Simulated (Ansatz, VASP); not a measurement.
V in VASP and in Ansatz

```
V
1.0
    -1.51435    1.51435    1.51435
     1.51435   -1.51435    1.51435
     1.51435    1.51435   -1.51435
V
1
Direct
  0.00000 0.00000 0.00000
```

Change from the starting cell: strain = 0.0.

Alike in both runs: task single point; functional PBE; k mesh 9 × 9 × 9; occupations fermi-dirac, width 0.05 eV; collinear spin.

|  | VASP | Ansatz |
| --- | --- | --- |
| version | VASP 6.6.1 | Ansatz 0.2.0 |
| potentials or method | VASP PAW PBE potentials, release 64 (V_sv), cutoff 520 eV | all-electron LAPW, scalar-relativistic |

VASP gave:

* gap on the k mesh at the Fermi level (eV): none
* pressure (GPa): -5.3
* net moment per atom (μB): 0.15
* size of the moment on the site where the two differ most (μB): 0.12

**Question.** Estimate Ansatz's values.

**Answer.** gap on the k mesh at the Fermi level (eV): none; pressure (GPa): -5.5; net moment per atom (μB): 0.16; size of the moment on the site where the two differ most (μB): 0.14.

Site moments also hang on the region over which each program counts them. A gap of «none» marks a metal or a gap that the smearing closes. Ansatz ran all-electron here, and VASP with PAW potentials.

Noted on Ansatz's run: the k mesh is thin for a metal, which can move the energy by tens of meV per atom.
